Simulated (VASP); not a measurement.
The system is TaV.

```
CELL_PARAMETERS angstrom
1.60670 -2.30777 0.00000
1.60670 2.30777 0.00000
0.00000 0.00000 4.34136
ATOMIC_POSITIONS crystal
Ta 0.00000 0.00000 0.00000
V 0.50000 0.50000 0.50000
```

| Property | Result |
| --- | --- |
| Program | VASP 6.6.1 |
| Task | relaxation of cell and atoms |
| Functional | LDA |
| Potentials or basis | VASP PAW LDA potentials, release 64 (Ta_pv, V_sv) |
| Cutoff | 600 eV |
| k mesh | 7 × 7 × 5 |
| Occupations | fermi-dirac, width 0.05 eV |
| Spin | collinear spin, ferromagnetic start |
| Starting moments | [0.0, 2.0] μB |

At the start: pressure -12.0 GPa; volume 16.10 Å³/atom.

Problem. Where does the relaxation end?

Solution. Over 8 steps the energy falls by 41.1 meV/atom and the volume is 15.07 Å³/atom (-6.4 %); space group Cmmm (No. 65, to 0.05 Å); moment 0.00 μB per cell.

Step by step:
| step | energy change (eV) | largest force (eV/Å) | pressure (GPa) | volume (Å³) |
| --- | --- | --- | --- | --- |
| 1 | 0.0000 | 0.0000 | -12.04 | 32.19 |
| 2 | 0.1918 | 0.0000 | 29.40 | 26.88 |
| 3 | -0.0818 | 0.0000 | -0.54 | 30.21 |
| 4 | -0.0819 | 0.0000 | -0.03 | 30.14 |
| 5 | -0.0819 | 0.0000 | 0.25 | 30.10 |
| 6 | -0.0820 | 0.0000 | -0.37 | 30.19 |
| 7 | -0.0820 | 0.0000 | -0.21 | 30.17 |
| 8 | -0.0821 | 0.0000 | -0.02 | 30.14 |

Final structure:
```
Ta V
1.0
     1.56643   -2.26548    0.00000
     1.56643    2.26548    0.00000
     0.00000    0.00000    4.24649
Ta V
1 1
Direct
  0.00000 0.00000 0.00000
  0.50000 0.50000 0.50000
```
